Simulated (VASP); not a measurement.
**Ba2SeO: single point with PBE**

Crystal: Ba2SeO.

```
O Ba Se
1.0
     4.41332    0.00000    0.00000
     0.00000    4.41332    0.00000
     0.00000    0.00000    6.25308
O Ba Se
1 2 1
Direct
  0.00000 0.00000 0.00000
  0.00000 0.00000 0.50000
  0.50000 0.50000 0.00000
  0.50000 0.50000 0.50000
```

```yaml
Program: VASP 6.6.1
Task: single point
Functional: PBE
Potentials_or_basis: VASP PAW PBE potentials, release 64 (O, Ba_sv, Se)
Cutoff: 520 eV
k_mesh: 6 × 6 × 4
Occupations: gaussian, width 0.01 eV
Spin: no spin polarisation
Dipole_correction: no
Further_INCAR_settings: ALGO = Normal; EDIFF = 1e-06; NBANDS = 24
```

| Property | Result |
| --- | --- |
| Pressure | 0.7 GPa |
| Band gap on the k mesh | 1.42 eV |

Levels at points of the mesh, in eV from the valence-band top:
```tsv
k point	band 13	band 14	band 15	band 16	band 17	band 18	band 19	band 20
(0.00, 0.00, 0.00)	-0.63	-0.05	0.00	0.00	1.42	2.40	3.49	3.49
(0.50, 0.00, 0.00)	-1.14	-0.91	-0.54	-0.25	3.37	4.34	4.61	4.74
(0.50, 0.50, 0.00)	-0.72	-0.09	-0.09	-0.03	1.59	1.59	4.30	5.36
(0.00, 0.00, 0.50)	-0.77	-0.72	-0.06	-0.06	1.72	3.02	3.51	4.25
(0.50, 0.00, 0.50)	-2.06	-0.89	-0.73	-0.60	4.26	4.62	5.05	5.40
(0.50, 0.50, 0.50)	-1.13	-0.59	-0.25	-0.25	3.20	3.20	4.36	4.36
```

Wall time 48 s on 1 thread of Intel(R) Xeon(R) 6975P-C (Granite Rapids), with other jobs on the host, peak memory 0.28 GiB.

Caveat: spin-orbit coupling is left out, which moves the levels of the heavy elements. A k mesh can miss the band edges.
